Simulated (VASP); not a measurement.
# Li (Im-3m) in VASP: notebook

The runs below take Li through single point, with PBEsol+D3(BJ).

All numbers are computed with VASP 6.6.1; they aren't measurements. Logs are shortened: lines on timing, memory, paths and dates and some standing lists are left out, and cuts for length are marked.

**1. The cell of the first run**

Symmetry: Im-3m, No. 229, cubic system. Conventional cell: a = 3.486 Å, b = 3.486 Å, c = 3.486 Å, α = 90.00°, β = 90.00°, γ = 90.00°. Li (site symmetry m-3m) has 14 Li at 3.02 to 3.49 Å within 4.0 Å.

**2. Single point, PBEsol+D3(BJ)**

Input file INCAR:

```
  PREC = Accurate
  ENCUT = 520
  EDIFF = 1E-7
  ISMEAR = -1
  SIGMA = 0.05
  LREAL = F
  LASPH = T
  NELM = 60
  ALGO = Normal
  ISIF = 2
  LWAVE = F
  LCHARG = T
  GGA = PS
  IVDW = 12
  LELF = T
  LVHAR = T
  NBANDS = 8
```

Input file KPOINTS:

```
regular mesh
0
Gamma
  11 11 11
```

Input file POSCAR:

```
Li
1.0
   -1.7428734707      1.7428734707      1.7428734707
    1.7428734707     -1.7428734707      1.7428734707
    1.7428734707      1.7428734707     -1.7428734707
Li
1
Direct
    0.0000000000      0.0000000000      0.0000000000
```

Potentials or basis: VASP PAW PBE potentials, release 64 (Li_sv).

Run with:

```console
> cat potpaw_PBE.64/Li_sv/POTCAR > POTCAR
> mpirun -np 1 vasp_std > vasp.out
```

OUTCAR:

```text
PREC = Accurate
   ENCUT = 520
   EDIFF = 1E-7
   ISMEAR = -1
   LREAL = F
   LASPH = T
   NELM = 60
   ISIF = 2
   GGA = PS
   IVDW = 12
 IVDW          = 12

 ion  position               nearest neighbor table
   1  0.000  0.000  0.000-

  LATTYP: Found a body centered cubic cell.
 ALAT       =     3.4857469414

  Lattice vectors:

 A1 = (  -1.7428734707,   1.7428734707,   1.7428734707)
 A2 = (   1.7428734707,  -1.7428734707,   1.7428734707)
 A3 = (   1.7428734707,   1.7428734707,  -1.7428734707)

Analysis of symmetry for initial positions (statically):
=====================================================================
 Subroutine PRICEL returns:
 Original cell was already a primitive cell.

 Routine SETGRP: Setting up the symmetry group for a
 body centered cubic supercell.

 Subroutine GETGRP returns: Found 48 space group operations
 (whereof 48 operations were pure point group operations)
 out of a pool of 48 trial point group operations.

The static configuration has the point symmetry O_h .

Analysis of symmetry for dynamics (positions and initial velocities):
=====================================================================
 Subroutine PRICEL returns:
 Original cell was already a primitive cell.

 Routine SETGRP: Setting up the symmetry group for a
 body centered cubic supercell.

 Subroutine GETGRP returns: Found 48 space group operations
 (whereof 48 operations were pure point group operations)
 out of a pool of 48 trial point group operations.

The dynamic configuration has the point symmetry O_h .

 Subroutine INISYM returns: Found 48 space group operations
 (whereof 48 operations are pure point group operations),
 and found     1 'primitive' translations

----------------------------------------------------------------------------------------

                                     Primitive cell

  volume of cell :      21.1767

  direct lattice vectors                    reciprocal lattice vectors
    -1.742873471  1.742873471  1.742873471     0.000000000  0.286882558  0.286882558
     1.742873471 -1.742873471  1.742873471     0.286882558  0.000000000  0.286882558
     1.742873471  1.742873471 -1.742873471     0.286882558  0.286882558  0.000000000

  length of vectors
     3.018745402  3.018745402  3.018745402     0.405713205  0.405713205  0.405713205

  position of ions in fractional coordinates (direct lattice)
     0.000000000  0.000000000  0.000000000

  ion indices of the primitive-cell ions
   primitive index   ion index
                 1           1

----------------------------------------------------------------------------------------

 KPOINTS: regular mesh

Automatic generation of k-mesh.
 Grid dimensions read from file:
 generate k-points for:   11   11   11

 Generating k-lattice:

  Cartesian coordinates                     Fractional coordinates (reciprocal lattice)
     0.000000000  0.026080233  0.026080233     0.090909091  0.000000000  0.000000000
     0.026080233  0.000000000  0.026080233     0.000000000  0.090909091  0.000000000
     0.026080233  0.026080233  0.000000000     0.000000000  0.000000000  0.090909091

  Length of vectors
     0.036883019  0.036883019  0.036883019

  Shift w.r.t. Gamma in fractional coordinates (k-lattice)
     0.000000000  0.000000000  0.000000000

 Subroutine IBZKPT returns following result:
 ===========================================

 Found     56 irreducible k-points:

 Following reciprocal coordinates:
            Coordinates               Weight
  0.000000  0.000000  0.000000      1.000000
  0.090909  0.000000  0.000000     12.000000
  0.181818  0.000000  0.000000     12.000000
  0.272727  0.000000  0.000000     12.000000
  0.363636  0.000000  0.000000     12.000000
  0.454545  0.000000  0.000000     12.000000
[... 16 lines left out ...]
  0.272727  0.181818  0.090909     48.000000
  0.363636  0.181818  0.090909     24.000000
 [... further k-points ...]
   k-points           NKPTS =     56   k-points in BZ     NKDIM =     56   number of bands    NBANDS=      8
   number of dos      NEDOS =    301   number of ions     NIONS =      1
   total plane-waves  NPLWV =  13824
   dimension x,y,z NGX =    24 NGY =   24 NGZ =   24
   dimension x,y,z NGXF=    48 NGYF=   48 NGZF=   48
   ions per type =               1
   NGX,Y,Z   is equivalent  to a cutoff of  13.22, 13.22, 13.22 a.u.
   NGXF,Y,Z  is equivalent  to a cutoff of  26.43, 26.43, 26.43 a.u.
 SYSTEM =  unknown system
   PREC   = accura    normal or accurate (medium, high low for compatibility)
   ISTART =      0    job   : 0-new  1-cont  2-samecut
   ICHARG =      2    charge: 1-file 2-atom 10-const
   ISPIN  =      1    spin polarized calculation?
   LNONCOLLINEAR =      F non collinear calculations
   LSORBIT =      F    spin-orbit coupling
   LASPH  =      T    aspherical Exc in radial PAW
   ENCUT  =  520.0 eV  38.22 Ry    6.18 a.u.   5.61  5.61  5.61*2*pi/ulx,y,z
   NELM   =     60;   NELMIN=  2; NELMDL= -5     # of ELM steps
   EDIFF  = 0.1E-06   stopping-criterion for ELM
   LREAL  =      F    real-space projection
   EDIFFG = 0.1E-05   stopping-criterion for IOM
   NSW    =      0    number of steps for IOM
   IBRION =     -1    ionic relax: 0-MD 1-quasi-New 2-CG
   NFREE  =      0    steps in history (QN), initial steepest desc. (CG)
   ISIF   =      2    stress and relaxation
   ISYM   =      2    0-nonsym 1-usesym 2-fastsym
   POTIM  = 0.5000    time-step for ionic-motion
   TEBEG  =    0.0;   TEEND  =   0.0 temperature during run
   PSTRESS=    0.0 pullay stress
   NELECT =       3.0000    total number of electrons
   NUPDOWN=      -1.0000    fix difference up-down
   EMIN   =  10.00;   EMAX   =-10.00  energy-range for DOS
   EFERMI =   0.00;   METHOD = LEGACY
   ISMEAR =    -1;   SIGMA  =   0.05  broadening in eV -4-tet -1-fermi 0-gaus
   EFERMI_NEDOS =   21; number of points for ismear=-14 and -15
   IALGO  =     38    algorithm
   IMIX   =      4    mixing-type and parameters
     AMIX     =   0.40;   BMIX     =  1.00
     AMIX_MAG =   1.60;   BMIX_MAG =  1.00
  volume/ion in A,a.u.               =      21.18       142.91
  Fermi-wavevector in a.u.,A,eV,Ry     =   0.853420  1.612730  9.909469  0.728325
  Thomas-Fermi vector in A             =   1.969860
   LORBIT       =      0    0 simple, 1 ext, 2 COOP (PROOUT), +10 PAW based schemes
   GGA     = PS    functional components
   LHFCALC =     F    Hartree Fock is set to
   AEXX    =    0.0000 exact exchange contribution
   IVDW    =    12    specifies the selected vdW correction
   LEPSILON=     F    determine dielectric tensor
   LRPA    =     F    only Hartree local field effects (RPA)
 non-spin polarized calculation
  energy-cutoff  :      520.00
  volume of cell :       21.18
 maximum number of plane-waves:       603
   NGX = 11   NGY = 11   NGZ = 11

 number of electron       2.9999990 magnetization

 Free energy of the ion-electron system (eV)
  ---------------------------------------------------
  ext. energy  EPLUGINS =         0.00000000
  ---------------------------------------------------
  free energy    TOTEN  =        -1.96945982 eV

  energy without entropy =       -1.96572869  energy(sigma->0) =       -1.96759425

 E-fermi :   0.5274     XC(G=0):  -6.9118

 val. band max:        0.5246241566   @ k =   0.4545   0.0000   0.0000
 cond. band min:       0.6950193938   @ k =   0.1818   0.1818   0.1818
 fundamental gap:      0.1703952373
 Fermi energy:         0.5273775155

 k-point     1 :       0.0000    0.0000    0.0000
  band No.  band energies     occupation
      1     -45.4805      2.00000
      2      -2.9898      2.00000
      3      14.6937      0.00000
      4      14.6937      0.00000
      5      14.6937      0.00000
      6      19.3252      0.00000
      7      19.3252      0.00000
      8      19.3252      0.00000

 k-point     2 :       0.0909    0.0000    0.0000
  band No.  band energies     occupation
      1     -45.4789      2.00000
      2      -2.8358      2.00000
      3      13.6553      0.00000
      4      13.9964      0.00000
      5      14.4324      0.00000
      6      17.6591      0.00000
      7      17.8336      0.00000
      8      19.3447      0.00000

 k-point     3 :       0.1818    0.0000    0.0000
  band No.  band energies     occupation
      1     -45.4752      2.00000
      2      -2.3743      2.00000
      3      11.0660      0.00000
      4      12.7880      0.00000
      5      13.7579      0.00000
      6      16.2410      0.00000
      7      16.8472      0.00000
      8      19.2169      0.00000

 k-point     4 :       0.2727    0.0000    0.0000
  band No.  band energies     occupation
      1     -45.4705      2.00000
      2      -1.6085      2.00000
      3       8.2698      0.00000
      4      11.7352      0.00000
      5      12.9869      0.00000
      6      15.0277      0.00000
      7      16.7408      0.00000
      8      19.8412      0.00000

 k-point     5 :       0.3636    0.0000    0.0000
  band No.  band energies     occupation
      1     -45.4660      2.00000
      2      -0.5696      2.00000
      3       5.7915      0.00000
      4      10.9991      0.00000
      5      12.3810      0.00000
      6      14.2155      0.00000
      7      16.9000      0.00000
      8      20.9570      0.00000
[... 177 lines left out ...]
 k-point    22 :       0.1818    0.1818    0.0909
  band No.  band energies     occupation
      1     -45.4656      2.00000
      2      -0.3773      2.00000
      3       6.9093      0.00000
      4       8.0899      0.00000
      5      10.0375      0.00000
      6      18.9698      0.00000
      7      19.1519      0.00000
      8      22.0618      0.00000

 k-point    23 :       0.2727    0.1818    0.0909
  band No.  band energies     occupation
      1     -45.4631      2.00000
      2       0.8072      0.00740
      3       4.9208      0.00000
      4       7.2886      0.00000
      5       9.6521      0.00000
      6      19.3876      0.00000
      7      19.9493      0.00000
      8      22.9332      0.00000

 k-point    24 :       0.3636    0.1818    0.0909
  band No.  band energies     occupation
      1     -45.4620      2.00000
      2       1.7201      0.00000
      3       3.6852      0.00000
      4       7.0674      0.00000
      5       9.5252      0.00000
      6      19.4374      0.00000
      7      20.3553      0.00000
      8      23.6384      0.00000

 [... further k-points ...]

------------------------ aborting loop because EDIFF is reached ----------------------------------------

 Edisp (eV)   -0.14218

 E8    (eV) :    -0.0909

  FORCE on cell =-STRESS in cart. coord.  units (eV):
  Direction    XX          YY          ZZ          XY          YZ          ZX
  --------------------------------------------------------------------------------------
  -------------------------------------------------------------------------------------
  Total      -0.23826    -0.23826    -0.23826    -0.00000    -0.00000    -0.00000
  in kB     -18.02583   -18.02583   -18.02583    -0.00000    -0.00000    -0.00000
  external pressure =      -18.03 kB  Pullay stress =        0.00 kB

 VOLUME and BASIS-vectors are now :
 -----------------------------------------------------------------------------
  energy-cutoff  :      520.00
  volume of cell :       21.18
      direct lattice vectors                 reciprocal lattice vectors
    -1.742873471  1.742873471  1.742873471     0.000000000  0.286882558  0.286882558
     1.742873471 -1.742873471  1.742873471     0.286882558  0.000000000  0.286882558
     1.742873471  1.742873471 -1.742873471     0.286882558  0.286882558  0.000000000

 POSITION                                       TOTAL-FORCE (eV/Angst)
 -----------------------------------------------------------------------------------
      0.00000      0.00000      0.00000        -0.000000      0.000000      0.000000
 -----------------------------------------------------------------------------------
    total drift:                               -0.000000      0.000000     -0.000000

  FREE ENERGIE OF THE ION-ELECTRON SYSTEM (eV)
  ---------------------------------------------------
  free  energy   TOTEN  =        -2.1116352507 eV

  energy  without entropy=       -2.1079041294  energy(sigma->0) =       -2.10976969
```

It took 3.9 s on 1 thread of Intel Xeon Platinum 8488C (Sapphire Rapids), shared host; peak memory 0.14 GiB.

Results:

```
Free energy                : -2.1116 eV
Dispersion energy per atom : -0.142 eV
```

Levels at points of the mesh, in eV from the Fermi level:
```
           k point  band 1  band 2  band 3  band 4  band 5  band 6
(0.00, 0.00, 0.00)  -46.01   -3.52   14.17   14.17   14.17   18.80
```

Caveat: the cutoff is under 1.25 times the usual one of these potentials, so pressure, stress and relaxed cells hold a basis-set (Pulay) error; the PAW data sets were made with another functional, which shifts forces and pressure a little; pairwise dispersion overbinds metals, which lowers pressure and volume.

**3. Single point, PBEsol+D3(BJ)**

This run uses another cell than the first one, of 21.61 Å³/atom, 1.020 times its volume.

Input file INCAR:

```
SYSTEM = Li
ALGO = Normal ; EDIFF = 1E-6
ENCUT = 520 ; GGA = PS
ISIF = 2 ; ISMEAR = -1
IVDW = 12 ; LASPH = .True.
LCHARG = .False. ; LREAL = .False.
LWAVE = .False. ; NBANDS = 8
NELM = 100 ; PREC = Accurate
SIGMA = 0.05
```

Input file KPOINTS:

```
k-points
0
Gamma
  11 11 11
  0 0 0
```

Input file POSCAR:

```
Li
1.0
   -1.7546500000      1.7546500000      1.7546500000
    1.7546500000     -1.7546500000      1.7546500000
    1.7546500000      1.7546500000     -1.7546500000
Li
1
Direct
    0.0000000000      0.0000000000      0.0000000000
```

Potentials or basis: VASP PAW PBE potentials, release 64 (Li_sv).

Run with:

```console
> cat potpaw_PBE.64/Li_sv/POTCAR > POTCAR
> mpirun -np 1 vasp_std > vasp.out
```

Run time: 3.4 s. Hardware: 1 thread of Intel Xeon Platinum 8488C (Sapphire Rapids), shared host; peak memory 0.13 GiB.

The run converged. Its results:

- Free energy: -2.1069 eV
- Dispersion energy per atom: -0.139 eV

Levels at points of the mesh, in eV from the Fermi level:
```tsv
k point	band 1	band 2	band 3	band 4	band 5
(0.00, 0.00, 0.00)	-46.04	-3.49	13.97	13.97	13.97
```

Caveat: the cutoff is under 1.25 times the usual one of these potentials, so pressure, stress and relaxed cells hold a basis-set (Pulay) error; the PAW data sets were made with another functional, which shifts forces and pressure a little; pairwise dispersion overbinds metals, which lowers pressure and volume.
